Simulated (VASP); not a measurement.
Write the native input for VASP 6.6.1 that does the following.

* Task: electric field gradients
* Functional: PBE
* Potentials or basis: VASP PAW PBE potentials, release 64 (In_d, O)
* Cutoff: 520 eV
* k mesh: 7 × 7 × 7
* Occupations: fermi-dirac, width 0.02 eV
* Spin: no spin polarisation
* Dipole correction: no
* Further INCAR settings: ALGO = Normal; EDIFF = 1e-08; NBANDS = 55

The structure of In2O3 lies in POSCAR:

```
In2O3
1.0
    2.7435000000      1.5839604635      4.8366666667
   -2.7435000000      1.5839604635      4.8366666667
    0.0000000000     -3.1679209270      4.8366666667
In O
4 6
Direct
    0.3573100000      0.3573100000      0.3573100000
    0.1426900000      0.1426900000      0.1426900000
    0.6426900000      0.6426900000      0.6426900000
    0.8573100000      0.8573100000      0.8573100000
    0.5480000000      0.9520000000      0.2500000000
    0.2500000000      0.5480000000      0.9520000000
    0.9520000000      0.2500000000      0.5480000000
    0.4520000000      0.0480000000      0.7500000000
    0.7500000000      0.4520000000      0.0480000000
    0.0480000000      0.7500000000      0.4520000000
```

These files were run (other wordings do the same):

INCAR

```
PREC = Accurate
ENCUT = 520
EDIFF = 1E-8
ISMEAR = -1
SIGMA = 0.02
LREAL = F
LASPH = T
NELM = 60
ALGO = Normal
ISIF = 2
LWAVE = F
LCHARG = F
GGA = PE
LEFG = T
NBANDS = 55
```

KPOINTS

```
regular mesh
0
Gamma
  7 7 7
```

Potentials or basis: VASP PAW PBE potentials, release 64 (In_d, O).

Launch:

```sh
$ cat potpaw_PBE.64/In_d/POTCAR potpaw_PBE.64/O/POTCAR > POTCAR
$ mpirun -np 1 vasp_std > vasp.out
```

Results of the run:

```
Pressure                                : 9.0 GPa
Largest force                           : 0.139 eV/Å
Band gap on the k mesh                  : 1.29 eV (least direct gap 1.34 eV)
Largest electric field gradient by atom : In +46.0; O -45.4 V/Å²
```

Caveat: the cell stands under pressure; without QUAD_EFG the Cq values of the log hold for a quadrupole moment of 1 mb, not for the nuclei; spin-orbit coupling is left out, which moves the levels of the heavy elements; an odd mesh through Γ misses points on the zone boundary, where band edges can lie.

Wall time 6.1 min on 1 thread of AMD EPYC 9R45 96-Core Processor (Zen 5), on a shared host, peak memory 0.42 GiB.
